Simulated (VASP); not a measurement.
Wanted: the native input for a VASP 6.6.1 run.

| Item | Value |
| --- | --- |
| Task | single point |
| Functional | PBE |
| Potentials or basis | VASP PAW PBE potentials, release 64 (Ti_sv, Si) |
| Cutoff | 520 eV |
| k mesh | 9 × 4 × 1 |
| Occupations | gaussian, width 0.1 eV |
| Spin | no spin polarisation |
| Dipole correction | yes |
| Further INCAR settings | ALGO = Normal; EDIFF = 1e-06; NBANDS = 67 |

The structure of Ti9Si lies in POSCAR:

```
Ti9Si
1.0
    2.8319727881      0.0000000000      0.0000000000
    0.0000000000      7.9316622551      0.0000000000
    0.0000000000      0.0000000000     19.9268841387
Ti Si
9 1
Direct
    0.0000000000      0.5000000000      0.2007338414
    0.5000000000      0.1666666667      0.2007338414
    0.5000000000      0.8333333333      0.2007338414
    0.0000000000      0.0000000000      0.3122110470
    0.5000000000      0.6684928840      0.3108725343
    0.5000000000      0.3315071160      0.3108725343
    0.0000000000      0.5000000000      0.4177589349
    0.5000000000      0.1666364345      0.4228902060
    0.5000000000      0.8333635655      0.4228902060
    0.5000000000      0.6666364345      0.5259964910
```

The input as run:

INCAR

```
SYSTEM = Ti9Si
PREC     = Accurate       ! precision mode
ENCUT    = 520            ! plane-wave cutoff, eV
EDIFF    = 1E-6           ! SCF threshold, eV
ISMEAR   = 0              ! smearing method
SIGMA    = 0.1            ! smearing width, eV
LREAL    = .False.        ! projectors in reciprocal space
LASPH    = .True.         ! aspherical terms in the spheres
NELM     = 60             ! most SCF steps
ALGO     = Normal         ! electronic algorithm
ISIF     = 2              ! what is computed and relaxed
LWAVE    = .False.        ! write WAVECAR
LCHARG   = .True.         ! write CHGCAR
LDIPOL   = .True.       
IDIPOL   = 3            
DIPOL    = 0.5 0.5 0.333
GGA      = PE             ! functional
LELF     = .True.         ! ELF
LVHAR    = .True.       
LVACPOTAV= .True.       
NBANDS   = 67             ! bands
```

KPOINTS

```
Automatic mesh
0
Gamma
  9 4 1
  0 0 0
```

Potentials or basis: VASP PAW PBE potentials, release 64 (Ti_sv, Si).

The run is started by

```sh
$ cat potpaw_PBE.64/Ti_sv/POTCAR potpaw_PBE.64/Si/POTCAR > POTCAR
$ mpirun -np 1 vasp_std > vasp.out
```

Results of the run:

| Item | Value |
| --- | --- |
| Largest force | 1.039 eV/Å |
| Band gap on the k mesh | zero (bands 56 and 57 overlap by 0.30 eV) |

Wall time 13 min on 1 thread of AMD EPYC 9R45 96-Core Processor (Zen 5), with other jobs on the host, peak memory 0.63 GiB.
